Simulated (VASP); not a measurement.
# NaSr (Fd-3m) in VASP: a series of runs

NaSr is run at these levels: PBE; tasks: single point, relaxation of cell and atoms.

Program: VASP 6.6.1. These are calculated values, not measurements. Logs are shortened: lines on timing, memory, paths and dates and some standing lists are left out, and cuts for length are marked.

**1. The cell of the first run**

The structure is cubic, space group Fd-3m (No. 227). Conventional cell: a = 9.157 Å, b = 9.157 Å, c = 9.157 Å, α = 90.00°, β = 90.00°, γ = 90.00°. Na (site symmetry -43m) has 4 Na at 3.96 Å and 10 Sr at 3.96 to 4.58 Å within 5.2 Å. Within 5.2 Å of Sr (site symmetry -43m) lie 10 Na at 3.96 to 4.58 Å and 4 Sr at 3.96 Å.

**2. Single point, PBE**

INCAR reads:

```
ALGO = Fast ; EDIFF = 1E-6
ENCUT = 520 ; GGA = PE
ISIF = 2 ; ISMEAR = 0
LASPH = T ; LCHARG = T
LELF = T ; LREAL = F
LVHAR = T ; LWAVE = F
NBANDS = 25 ; NELM = 80
PREC = Accurate ; SIGMA = 0.1
```

KPOINTS reads:

```
k-points
0
Gamma
  10 10 10
```

POSCAR reads:

```
NaSr
1.0
    0.0000000000      4.5783339797      4.5783339797
    4.5783339797      0.0000000000      4.5783339797
    4.5783339797      4.5783339797      0.0000000000
Na Sr
2 2
Direct
    0.0000000000      0.0000000000      0.0000000000
    0.2500000000      0.2500000000      0.2500000000
    0.5000000000      0.5000000000      0.5000000000
    0.7500000000      0.7500000000      0.7500000000
```

Potentials or basis: VASP PAW PBE potentials, release 64 (Na_pv, Sr_sv).

Run with:

```sh
$ cat potpaw_PBE.64/Na_pv/POTCAR potpaw_PBE.64/Sr_sv/POTCAR > POTCAR
$ mpirun -np 1 vasp_std > vasp.out
```

OUTCAR:

```text
EDIFF = 1E-6
   ENCUT = 520
   GGA = PE
   ISIF = 2
   ISMEAR = 0
   LASPH = T
   LREAL = F
   NELM = 80
   PREC = Accurate

 ion  position               nearest neighbor table
   1  0.000  0.000  0.000-
   2  0.250  0.250  0.250-
   3  0.500  0.500  0.500-   4 3.96   4 3.96   4 3.96   4 3.96
   4  0.750  0.750  0.750-   3 3.96   3 3.96   3 3.96   3 3.96

  LATTYP: Found a face centered cubic cell.
 ALAT       =     9.1566679594

  Lattice vectors:

 A1 = (   0.0000000000,   4.5783339797,   4.5783339797)
 A2 = (   4.5783339797,   0.0000000000,   4.5783339797)
 A3 = (   4.5783339797,   4.5783339797,   0.0000000000)

Analysis of symmetry for initial positions (statically):
=====================================================================
 Subroutine PRICEL returns:
 Original cell was already a primitive cell.

 Routine SETGRP: Setting up the symmetry group for a
 face centered cubic supercell.

 Subroutine GETGRP returns: Found 48 space group operations
 (whereof 24 operations were pure point group operations)
 out of a pool of 48 trial point group operations.

The static configuration has the point symmetry T_d .
 The point group associated with its full space group is O_h .

Analysis of symmetry for dynamics (positions and initial velocities):
=====================================================================
 Subroutine PRICEL returns:
 Original cell was already a primitive cell.

 Routine SETGRP: Setting up the symmetry group for a
 face centered cubic supercell.

 Subroutine GETGRP returns: Found 48 space group operations
 (whereof 24 operations were pure point group operations)
 out of a pool of 48 trial point group operations.

The dynamic configuration has the point symmetry T_d .
 The point group associated with its full space group is O_h .

 Subroutine INISYM returns: Found 48 space group operations
 (whereof 24 operations are pure point group operations),
 and found     1 'primitive' translations

----------------------------------------------------------------------------------------

                                     Primitive cell

  volume of cell :     191.9342

  direct lattice vectors                    reciprocal lattice vectors
     0.000000000  4.578333980  4.578333980    -0.109210032  0.109210032  0.109210032
     4.578333980  0.000000000  4.578333980     0.109210032 -0.109210032  0.109210032
     4.578333980  4.578333980  0.000000000     0.109210032  0.109210032 -0.109210032

  length of vectors
     6.474742007  6.474742007  6.474742007     0.189157324  0.189157324  0.189157324

  position of ions in fractional coordinates (direct lattice)
     0.000000000  0.000000000  0.000000000
     0.250000000  0.250000000  0.250000000
     0.500000000  0.500000000  0.500000000
     0.750000000  0.750000000  0.750000000

  ion indices of the primitive-cell ions
   primitive index   ion index
                 1           1
                 2           2
                 3           3
                 4           4

----------------------------------------------------------------------------------------

 KPOINTS: k-points

Automatic generation of k-mesh.
 Grid dimensions read from file:
 generate k-points for:   10   10   10

 Generating k-lattice:

  Cartesian coordinates                     Fractional coordinates (reciprocal lattice)
    -0.010921003  0.010921003  0.010921003     0.100000000  0.000000000  0.000000000
     0.010921003 -0.010921003  0.010921003     0.000000000  0.100000000  0.000000000
     0.010921003  0.010921003 -0.010921003     0.000000000  0.000000000  0.100000000

  Length of vectors
     0.018915732  0.018915732  0.018915732

  Shift w.r.t. Gamma in fractional coordinates (k-lattice)
     0.000000000  0.000000000  0.000000000

 Subroutine IBZKPT returns following result:
 ===========================================

 Found     47 irreducible k-points:

 Following reciprocal coordinates:
            Coordinates               Weight
  0.000000  0.000000  0.000000      1.000000
  0.100000  0.000000  0.000000      8.000000
  0.200000  0.000000  0.000000      8.000000
  0.300000  0.000000  0.000000      8.000000
  0.400000  0.000000  0.000000      8.000000
  0.500000  0.000000  0.000000      4.000000
[... 16 lines left out ...]
  0.300000  0.300000  0.000000      6.000000
  0.400000  0.300000  0.000000     24.000000
 [... further k-points ...]
   k-points           NKPTS =     47   k-points in BZ     NKDIM =     47   number of bands    NBANDS=     25
   number of dos      NEDOS =    301   number of ions     NIONS =      4
   total plane-waves  NPLWV = 110592
   dimension x,y,z NGX =    48 NGY =   48 NGZ =   48
   dimension x,y,z NGXF=    96 NGYF=   96 NGZF=   96
   ions per type =               2   2
   NGX,Y,Z   is equivalent  to a cutoff of  12.32, 12.32, 12.32 a.u.
   NGXF,Y,Z  is equivalent  to a cutoff of  24.65, 24.65, 24.65 a.u.
 SYSTEM =  unknown system
   PREC   = accura    normal or accurate (medium, high low for compatibility)
   ISTART =      0    job   : 0-new  1-cont  2-samecut
   ICHARG =      2    charge: 1-file 2-atom 10-const
   ISPIN  =      1    spin polarized calculation?
   LNONCOLLINEAR =      F non collinear calculations
   LSORBIT =      F    spin-orbit coupling
   LASPH  =      T    aspherical Exc in radial PAW
   ENCUT  =  520.0 eV  38.22 Ry    6.18 a.u.  12.04 12.04 12.04*2*pi/ulx,y,z
   NELM   =     80;   NELMIN=  2; NELMDL= -5     # of ELM steps
   EDIFF  = 0.1E-05   stopping-criterion for ELM
   LREAL  =      F    real-space projection
   EDIFFG = 0.1E-04   stopping-criterion for IOM
   NSW    =      0    number of steps for IOM
   IBRION =     -1    ionic relax: 0-MD 1-quasi-New 2-CG
   NFREE  =      0    steps in history (QN), initial steepest desc. (CG)
   ISIF   =      2    stress and relaxation
   ISYM   =      2    0-nonsym 1-usesym 2-fastsym
   POTIM  = 0.5000    time-step for ionic-motion
   TEBEG  =    0.0;   TEEND  =   0.0 temperature during run
   PSTRESS=    0.0 pullay stress
   NELECT =      34.0000    total number of electrons
   NUPDOWN=      -1.0000    fix difference up-down
   EMIN   =  10.00;   EMAX   =-10.00  energy-range for DOS
   EFERMI =   0.00;   METHOD = LEGACY
   ISMEAR =     0;   SIGMA  =   0.10  broadening in eV -4-tet -1-fermi 0-gaus
   EFERMI_NEDOS =   21; number of points for ismear=-14 and -15
   IALGO  =     68    algorithm
   IMIX   =      4    mixing-type and parameters
     AMIX     =   0.40;   BMIX     =  1.00
     AMIX_MAG =   1.60;   BMIX_MAG =  1.00
  volume/ion in A,a.u.               =      47.98       323.81
  Fermi-wavevector in a.u.,A,eV,Ry     =   0.919426  1.737464 11.501617  0.845345
  Thomas-Fermi vector in A             =   2.044619
   LORBIT       =      0    0 simple, 1 ext, 2 COOP (PROOUT), +10 PAW based schemes
   GGA     = PE    functional components
   LHFCALC =     F    Hartree Fock is set to
   AEXX    =    0.0000 exact exchange contribution
   IVDW    =     0    specifies the selected vdW correction
   LEPSILON=     F    determine dielectric tensor
   LRPA    =     F    only Hartree local field effects (RPA)
 non-spin polarized calculation
 RMM-DIIS sequential band-by-band and
 Gauss-broadening in eV      SIGMA  =   0.10
  energy-cutoff  :      520.00
  volume of cell :      191.93
 maximum number of plane-waves:      5194
   NGX = 25   NGY = 25   NGZ = 25

 number of electron      33.9999989 magnetization

 Free energy of the ion-electron system (eV)
  ---------------------------------------------------
  ext. energy  EPLUGINS =         0.00000000
  ---------------------------------------------------
  free energy    TOTEN  =        -5.47776218 eV

  energy without entropy =       -5.46180395  energy(sigma->0) =       -5.46978307

 E-fermi :   0.8759     XC(G=0):  -6.8936

 val. band max:        0.8668656484   @ k =   0.3000   0.2000   0.1000
 cond. band min:       0.8890672862   @ k =   0.2000   0.0000   0.0000
 fundamental gap:      0.0222016379
 Fermi energy:         0.8758806829

 k-point     1 :       0.0000    0.0000    0.0000
  band No.  band energies     occupation
      1     -36.0484      2.00000
      2     -36.0240      2.00000
      3     -23.6237      2.00000
      4     -23.6236      2.00000
      5     -23.6236      2.00000
      6     -23.6183      2.00000
[... 17 lines left out ...]
     24       4.2794      0.00000
     25       4.4160      0.00000

 k-point     2 :       0.1000    0.0000    0.0000
  band No.  band energies     occupation
      1     -36.0479      2.00000
      2     -36.0244      2.00000
      3     -23.6237      2.00000
      4     -23.6237      2.00000
      5     -23.6236      2.00000
      6     -23.6184      2.00000
[... 17 lines left out ...]
     24       4.3662      0.00000
     25       4.5791      0.00000

 k-point     3 :       0.2000    0.0000    0.0000
  band No.  band energies     occupation
      1     -36.0467      2.00000
      2     -36.0257      2.00000
      3     -23.6238      2.00000
      4     -23.6238      2.00000
      5     -23.6235      2.00000
      6     -23.6184      2.00000
[... 17 lines left out ...]
     24       4.0577      0.00000
     25       4.8121      0.00000

 k-point     4 :       0.3000    0.0000    0.0000
  band No.  band energies     occupation
      1     -36.0449      2.00000
      2     -36.0275      2.00000
      3     -23.6240      2.00000
      4     -23.6240      2.00000
      5     -23.6234      2.00000
      6     -23.6186      2.00000
[... 17 lines left out ...]
     24       3.5085      0.00000
     25       4.4975      0.00000
[... 477 lines left out ...]
 k-point    22 :      -0.2000    0.2000    0.0000
  band No.  band energies     occupation
      1     -36.0442      2.00000
      2     -36.0282      2.00000
      3     -23.6243      2.00000
      4     -23.6240      2.00000
      5     -23.6231      2.00000
      6     -23.6189      2.00000
[... 17 lines left out ...]
     24       3.8229      0.00000
     25       3.9803      0.00000

 k-point    23 :       0.3000    0.3000    0.0000
  band No.  band energies     occupation
      1     -36.0433      2.00000
      2     -36.0290      2.00000
      3     -23.6243      2.00000
      4     -23.6243      2.00000
      5     -23.6226      2.00000
      6     -23.6194      2.00000
[... 17 lines left out ...]
     24       4.0830      0.00000
     25       4.4139      0.00000

 k-point    24 :       0.4000    0.3000    0.0000
  band No.  band energies     occupation
      1     -36.0416      2.00000
      2     -36.0308      2.00000
      3     -23.6245      2.00000
      4     -23.6245      2.00000
      5     -23.6222      2.00000
      6     -23.6198      2.00000
[... 17 lines left out ...]
     24       3.7850      0.00000
     25       4.3733      0.00000

 [... further k-points ...]
[... 5 lines left out ...]
  --------------------------------------------------------------------------------------
  -------------------------------------------------------------------------------------
  Total        0.0057846      0.0057846      0.0057846     -0.0000000     -0.0000000      0.0000000
  in kB        0.0482867      0.0482867      0.0482867     -0.0000000     -0.0000000      0.0000000
  external PRESSURE =       0.0482867 kB  Pullay stress =       0.0000000 kB

 VOLUME and BASIS-vectors are now :
 -----------------------------------------------------------------------------
  energy-cutoff  :      520.00
  volume of cell :      191.93
      direct lattice vectors                 reciprocal lattice vectors
     0.000000000  4.578333980  4.578333980    -0.109210032  0.109210032  0.109210032
     4.578333980  0.000000000  4.578333980     0.109210032 -0.109210032  0.109210032
     4.578333980  4.578333980  0.000000000     0.109210032  0.109210032 -0.109210032

 POSITION                                       TOTAL-FORCE (eV/Angst)
 -----------------------------------------------------------------------------------
      0.00000      0.00000      0.00000         0.000000     -0.000000      0.000000
      2.28917      2.28917      2.28917         0.000000     -0.000000      0.000000
      4.57833      4.57833      4.57833        -0.000000      0.000000     -0.000000
      6.86750      6.86750      6.86750        -0.000000      0.000000     -0.000000
 -----------------------------------------------------------------------------------
    total drift:                               -0.000000     -0.000000     -0.000000

  FREE ENERGIE OF THE ION-ELECTRON SYSTEM (eV)
  ---------------------------------------------------
  free  energy   TOTEN  =        -5.4777621818 eV

  energy  without entropy=       -5.4618039497  energy(sigma->0) =       -5.46978307
```

Wall time 6.4 min (1 thread of Intel Xeon Platinum 8259CL at 2.50GHz (Skylake/Cascade Lake), shared host); peak memory 0.44 GiB.

Results:

```yaml
Free_energy: -5.4778 eV
Pressure: 0.0 GPa
Band_gap_on_the_k_mesh: zero (bands 17 and 18 overlap by 1.62 eV)
```

(Part 1 of 2 ends here.)

The gap in the log of VASP goes by the Fermi energy; the results here count the filled bands.